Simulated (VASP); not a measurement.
Write the native input for VASP 6.6.1 that does the following.

```yaml
Task: single point
Functional: PBE
Potentials_or_basis: VASP PAW PBE potentials, release 64 (Zr_sv, C)
Cutoff: 520 eV
k_mesh: 12 × 12 × 12
Occupations: fermi-dirac, width 0.05 eV
Spin: collinear spin
Starting_moments: "[0.9, 0.0] μB"
Fixed_moment: 0.9 μB
Dipole_correction: no
Further_INCAR_settings: ALGO = Normal; EDIFF = 1e-06; NBANDS = 19
```

The structure of ZrC lies in POSCAR:

```
ZrC
1.0
    0.0000000000      2.3650000000      2.3650000000
    2.3650000000      0.0000000000      2.3650000000
    2.3650000000      2.3650000000      0.0000000000
Zr C
1 1
Direct
    0.5000000000      0.5000000000      0.5000000000
    0.0000000000      0.0000000000      0.0000000000
```

The input as run:

INCAR

```
SYSTEM = ZrC
PREC = Accurate ; ENCUT = 520
EDIFF = 1E-6 ; ISMEAR = -1
SIGMA = 0.05 ; LREAL = .FALSE.
LASPH = .TRUE. ; NELM = 150
ALGO = Normal ; ISIF = 2
LWAVE = .FALSE. ; LCHARG = .FALSE.
ISPIN = 2 ; MAGMOM = 0.9 0
LORBIT = 11 ; NUPDOWN = 0.9
LMAXMIX = 4 ; GGA = PE
NBANDS = 19
```

KPOINTS

```
regular mesh
0
G
  12 12 12
  0 0 0
```

Potentials or basis: VASP PAW PBE potentials, release 64 (Zr_sv, C).

The run is started by

```console
$ cat potpaw_PBE.64/Zr_sv/POTCAR potpaw_PBE.64/C/POTCAR > POTCAR
$ mpirun -np 1 vasp_std > vasp.out
```

It gave:

```
Pressure                                              : 0.9 GPa
Net moment                                            : 0.90 μB per cell
Site moments                                          : Zr +0.28; C +0.25 μB
Valence electrons inside the program's atomic spheres : Zr 9.84; C 2.34
```

Caveat: the total moment is fixed, so each spin has its own Fermi level and the state may be an excited one.

Run time: 2.3 min on 1 thread of Intel Xeon 8259CL, on a shared host, peak memory 0.21 GiB.
